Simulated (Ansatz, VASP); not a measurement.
One calculation of CoSi, two programs

POSCAR

```
CoSi
1.0
    4.4263972852      0.0000000000      0.0000000000
    0.0000000000      4.4263972852      0.0000000000
    0.0000000000      0.0000000000      4.4263972852
Co Si
4 4
Direct
    0.1456935066      0.1456935066      0.1456935066
    0.3543064934      0.8543064934      0.6456935066
    0.6456935066      0.3543064934      0.8543064934
    0.8543064934      0.6456935066      0.3543064934
    0.8436267003      0.8436267003      0.8436267003
    0.6563732997      0.1563732997      0.3436267003
    0.3436267003      0.6563732997      0.1563732997
    0.1563732997      0.3436267003      0.6563732997
```

File INCAR.step1:

```
ALGO     = Normal         # electronic algorithm
EDIFF    = 1E-4           # SCF threshold, eV
ENCUT    = 520            # plane-wave cutoff, eV
GGA      = PE             # functional
ISMEAR   = -1             # smearing method
LASPH    = T              # aspherical terms in the spheres
LCHARG   = F              # write CHGCAR
LREAL    = F              # projectors in reciprocal space
LWAVE    = T              # write WAVECAR
NBANDS   = 36             # bands
NELM     = 60             # most SCF steps
PREC     = Accurate       # precision mode
SIGMA    = 0.02           # smearing width, eV
```

INCAR.step2

```
ALGO     = Normal         # electronic algorithm
EDIFF    = 1E-7           # SCF threshold, eV
ENCUT    = 520            # plane-wave cutoff, eV
ISIF     = 2              # what is computed and relaxed
ISMEAR   = -1             # smearing method
ISTART   = 1            
LASPH    = T              # aspherical terms in the spheres
LCHARG   = F              # write CHGCAR
LMIXTAU  = T            
LREAL    = F              # projectors in reciprocal space
LWAVE    = F              # write WAVECAR
METAGGA  = R2SCAN         # meta-GGA
NBANDS   = 36             # bands
NELM     = 60             # most SCF steps
PREC     = Accurate       # precision mode
SIGMA    = 0.02           # smearing width, eV
```

File KPOINTS:

```
k-points
0
Gamma
  6 6 6
```

Input for Ansatz:

```yaml
crystal:
  lattice:
    - [4.4263972852, 0.0, 0.0]
    - [0.0, 4.4263972852, 0.0]
    - [0.0, 0.0, 4.4263972852]
  atoms:
    - { symbol: Co, position: [0.1456935066, 0.1456935066, 0.1456935066] }
    - { symbol: Co, position: [0.3543064934, 0.8543064934, 0.6456935066] }
    - { symbol: Co, position: [0.6456935066, 0.3543064934, 0.8543064934] }
    - { symbol: Co, position: [0.8543064934, 0.6456935066, 0.3543064934] }
    - { symbol: Si, position: [0.8436267003, 0.8436267003, 0.8436267003] }
    - { symbol: Si, position: [0.6563732997, 0.1563732997, 0.3436267003] }
    - { symbol: Si, position: [0.3436267003, 0.6563732997, 0.1563732997] }
    - { symbol: Si, position: [0.1563732997, 0.3436267003, 0.6563732997] }
kpoints:
  mp_grid: { grid: [6, 6, 6] }
hamiltonian:
  xc: r2scan
scf:
  occupations: { method: fermi_dirac, width: 0.02 }
  n_extra_bands: 6
output:
  forces: true
  stress: true
  eigenvalues: true
```

Alike in both runs: task single point; functional r2SCAN; k mesh 6 × 6 × 6; occupations fermi-dirac, width 0.02 eV; no spin polarisation.

```csv
,VASP,Ansatz
version,VASP 6.6.1,Ansatz 0.2.0
potentials or method,"VASP PAW PBE potentials, release 64 (Co, Si)","plane waves, PAW"
plane-wave cutoff (eV),520,500
valence electrons in the cell,52,84
```

|  | VASP | Ansatz | Ansatz less VASP |
| --- | --- | --- | --- |
| pressure (GPa) | -6.8 | -6.9 | -0.10 |
| rms of the force components (eV/Å) | 0.028 | 0.030 | +0.0015 |

VASP's potentials were made for PBE, not for r2SCAN. Atom by atom the forces differ by 0.002 eV/Å (rms over components). VASP's potentials hold 52 valence electrons a cell and Ansatz's 84, so a difference there can come from the potentials and not from the codes.
